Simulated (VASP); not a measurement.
Crystal: Rh.

```
CELL_PARAMETERS angstrom
0.00000 1.87762 1.87762
1.87762 0.00000 1.87762
1.87762 1.87762 0.00000
ATOMIC_POSITIONS crystal
Rh 0.00000 0.00000 0.00000
```

Base run:

- Program: VASP 6.6.1
- Functional: LDA
- Potentials or basis: VASP PAW LDA potentials, release 64 (Rh_pv)
- Cutoff: 520 eV
- k mesh: 14 × 14 × 14
- Occupations: fermi-dirac, width 0.1 eV
- Spin: no spin polarisation

Its results: pressure 0.9 GPa.

Question: After a change of settings the same cell gave: pressure 4.3 GPa. Which change was it?
A. occupations from fermi-dirac, width 0.1 eV to fermi-dirac, width 0.03 eV
B. potentials or basis from VASP PAW LDA potentials, release 64 (Rh_pv) to VASP PAW LDA potentials, release 64 (Rh_sv_GW); cutoff from 520 eV to 530 eV; valence electrons from 15 to 17
C. potentials or basis from VASP PAW LDA potentials, release 64 (Rh_pv) to VASP PAW LDA potentials, release 64 (Rh_sv_GW); cutoff from 520 eV to 530 eV; k mesh from 14 × 14 × 14 to 5 × 5 × 5; valence electrons from 15 to 17
D. occupations from fermi-dirac, width 0.1 eV to fermi-dirac, width 0.3 eV

Answer: D.
